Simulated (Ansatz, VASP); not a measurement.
**Two plane-wave programs on PtS2**

```xyz
3
Lattice="3.5432 0.0000 0.0000 -1.7716 3.0685 0.0000 0.0000 0.0000 5.0388" Properties=species:S:1:pos:R:3 pbc="T T T"
Pt    0.0000    0.0000    0.0000
S     1.7716    1.0228    3.8950
S     0.0000    2.0457    1.1438
```

Alike in both runs: task single point; functional r2SCAN-based global hybrid with a share of 0.5 of exact exchange; k mesh 5 × 5 × 3; occupations fermi-dirac, width 0.05 eV; no spin polarisation.

```csv
,VASP,Ansatz
version,VASP 6.6.1,Ansatz 0.2.0
potentials or method,"VASP PAW PBE potentials, release 64 (Pt, S)",Ansatz PAW
plane-wave cutoff (eV),520,500
valence electrons in the cell,22,30
```

Ansatz gave:

- gap on the k mesh at the Fermi level (eV): 3.98
- least direct gap on the mesh (eV): 4.47
- pressure (GPa): 2.2
- traceless stress, the component that is largest in VASP (GPa): 3.42
- rms of the force components (eV/Å): 0.273

Q: Which values does VASP return?

A: gap on the k mesh at the Fermi level (eV): 3.98; least direct gap on the mesh (eV): 4.51; pressure (GPa): 1.6; traceless stress, the component that is largest in VASP (GPa): 3.50; rms of the force components (eV/Å): 0.268.

VASP's potentials were made for PBE, not for r2SCAN-based global hybrid. Atom by atom the forces differ by 0.005 eV/Å (rms over components). VASP's potentials hold 22 valence electrons a cell and Ansatz's 30, so a difference there can come from the potentials and not from the codes.

Spin-orbit coupling is off throughout. Noted on Ansatz's run: odd divisions of the mesh miss points on the zone boundary, where band edges often lie, so the gap on the mesh can be too wide.
